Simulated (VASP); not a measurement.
HgTe (NiAs type): single point with PBE

Crystal: HgTe (NiAs type).

```
Hg Te
1.0
     4.27421    0.00000    0.00000
    -2.13710    3.70157    0.00000
     0.00000    0.00000    7.45148
Hg Te
2 2
Direct
  0.00000 0.00000 0.00000
  0.00000 0.00000 0.50000
  0.33333 0.66667 0.25000
  0.66667 0.33333 0.75000
```

| Item | Value |
| --- | --- |
| Program | VASP 6.6.1 |
| Task | single point |
| Functional | PBE |
| Potentials or basis | VASP PAW PBE potentials, release 64 (Hg, Te) |
| Cutoff | 520 eV |
| k mesh | 9 × 9 × 5 |
| Occupations | fermi-dirac, width 0.1 eV |
| Spin | no spin polarisation |
| Dipole correction | no |
| Further INCAR settings | ALGO = Normal; EDIFF = 1e-07; NBANDS = 26 |

| Item | Value |
| --- | --- |
| Pressure | 0.1 GPa |
| Band gap on the k mesh | zero (bands 18 and 19 overlap by 2.22 eV) |

Levels at points of the mesh, in eV from the Fermi level:
| k point | band 16 | band 17 | band 18 | band 19 | band 20 | band 21 |
| --- | --- | --- | --- | --- | --- | --- |
| (0.00, 0.00, 0.00) | -0.55 | -0.55 | 0.33 | 0.33 | 2.81 | 4.32 |

It took 34 s on 1 thread of Intel(R) Xeon(R) 6975P-C (Granite Rapids) (shared host), peak memory 0.29 GiB.

Caveat: spin-orbit coupling is left out, which moves the levels of the heavy elements.
